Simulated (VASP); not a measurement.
Crystal: SiO2.

```
CELL_PARAMETERS angstrom
-4.46150 4.46150 2.67769
4.46150 -4.46150 2.67769
4.46150 4.46150 -2.67769
ATOMIC_POSITIONS crystal
Si 0.68050 0.68050 0.36100
Si 0.31950 0.31950 0.63900
Si 0.31950 0.68050 0.00000
Si 0.68050 0.31950 0.00000
O 0.50000 0.50000 0.50000
O 0.00000 0.00000 0.50000
O 0.51549 0.64446 0.15996
O 0.64446 0.48451 0.12897
O 0.35554 0.51549 0.87103
O 0.48451 0.35554 0.84004
O 0.00000 0.50000 0.00000
O 0.50000 0.00000 0.00000
```

The cell was generated, and may not be a known phase.

* Program: VASP 6.6.1
* Task: relaxation of cell and atoms
* Functional: PBE
* Potentials or basis: VASP PAW PBE potentials, release 64 (Si, O)
* Cutoff: 600 eV
* k mesh: 4 × 4 × 4
* Occupations: gaussian, width 0.1 eV
* Spin: no spin polarisation

At the start: pressure 18.1 GPa; volume 17.77 Å³/atom.

How do energy, volume and symmetry change on relaxing?

Over 20 steps the energy falls by 1082.4 meV/atom and the volume is 17.82 Å³/atom (+0.3 %); space group I4/m (No. 87, to 0.1 Å) before, I4/mmm (No. 139, to 0.1 Å).

The path:
```csv
step,energy change (eV),largest force (eV/Å),pressure (GPa),volume (Å³)
1,0.0000,12.9243,18.11,213.20
2,-5.3002,4.6313,-11.17,280.11
3,-9.5378,3.2803,-10.28,245.85
4,-9.5867,3.3902,-9.76,243.95
5,-9.6008,3.4993,-9.06,241.79
6,-12.0328,4.8902,1.12,216.80
7,-12.1714,3.5191,-1.31,221.21
8,-10.7100,7.1138,10.62,205.39
9,-12.6841,1.5448,0.45,215.89
10,-12.6281,2.3719,0.41,215.27
11,-12.8189,0.4971,0.15,215.62
12,-12.8945,0.4903,-0.29,215.83
13,-12.9084,0.8298,-0.53,215.95
14,-12.9491,0.5700,-0.61,215.70
15,-12.9780,0.3981,-0.72,215.23
16,-12.9862,0.1212,-0.35,214.53
17,-12.9872,0.0994,-0.16,214.19
18,-12.9880,0.0412,-0.02,213.95
19,-12.9881,0.0724,0.06,213.82
20,-12.9884,0.0385,0.06,213.80
```

Final structure:
```
Si O
1.0
    -4.50678    4.50678    2.63156
     4.50678   -4.50678    2.63156
     4.50678    4.50678   -2.63156
Si O
4 8
Cartesian
  1.5956 1.5917 2.6316
  2.9112 2.9150 0.0000
  6.0985 2.9112 0.0000
  -1.5917 1.5956 2.6316
  2.2534 2.2534 1.3158
  2.2534 2.2534 -1.3158
  1.8835 -0.0022 2.6316
  0.0022 1.8835 2.6316
  4.5045 2.6233 0.0000
  2.6233 4.5090 0.0000
  2.2534 -2.2534 1.3158
  -2.2534 2.2534 1.3158
```
